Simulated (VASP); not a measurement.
Wanted: the native input for a VASP 6.6.1 run.

```
Task                   : single point
Functional             : PBE
Potentials or basis    : VASP PAW PBE potentials, release 64 (Zn, In_d, Cl)
Cutoff                 : 520 eV
k mesh                 : 4 × 4 × 4
Occupations            : gaussian, width 0.1 eV
Spin                   : no spin polarisation
Dipole correction      : no
Further INCAR settings : ALGO = Normal; EDIFF = 1e-06; NBANDS = 42
```

The structure of ZnIn2Cl4 lies in POSCAR:

```
ZnIn2Cl4
1.0
    3.7232842000      3.7232842000     -4.0981992000
   -3.7232842000      3.7232842000      4.0981992000
    3.7232842000     -3.7232842000      4.0981992000
Zn In Cl
1 2 4
Direct
    0.0000000000      0.0000000000      0.0000000000
    0.5000000000      0.7500000000      0.2500000000
    0.5000000000      0.2500000000      0.7500000000
    0.4480450000      0.2240225000      0.2240225000
    1.0000000000      0.2240225000      0.7759775000
    0.5519550000      0.7759775000      0.7759775000
    0.0000000000      0.7759775000      0.2240225000
```

These files were run (other wordings do the same):

INCAR

```
ALGO     = Normal         # electronic algorithm
EDIFF    = 1E-6           # SCF threshold, eV
ENCUT    = 520            # plane-wave cutoff, eV
GGA      = PE             # functional
ISIF     = 2              # what is computed and relaxed
ISMEAR   = 0              # smearing method
LASPH    = True           # aspherical terms in the spheres
LCHARG   = True           # write CHGCAR
LELF     = True           # ELF
LREAL    = False          # projectors in reciprocal space
LVHAR    = True         
LWAVE    = False          # write WAVECAR
NBANDS   = 42             # bands
NELM     = 60             # most SCF steps
PREC     = Accurate       # precision mode
SIGMA    = 0.1            # smearing width, eV
```

KPOINTS

```
k-points
0
Gamma
  4 4 4
```

Potentials or basis: VASP PAW PBE potentials, release 64 (Zn, In_d, Cl).

Run with:

```console
$ cat potpaw_PBE.64/Zn/POTCAR potpaw_PBE.64/In_d/POTCAR potpaw_PBE.64/Cl/POTCAR > POTCAR
$ mpirun -np 1 vasp_std > vasp.out
```

Results of the run:

```yaml
Pressure: 0.0 GPa
Largest_force: 0.010 eV/Å
Band_gap_on_the_k_mesh: 2.25 eV, direct
```

Caveat: spin-orbit coupling is left out, which moves the levels of the heavy elements.

It took 120 s on 1 thread of Intel(R) Xeon(R) Platinum 8488C (Sapphire Rapids), on a shared host, peak memory 0.39 GiB.
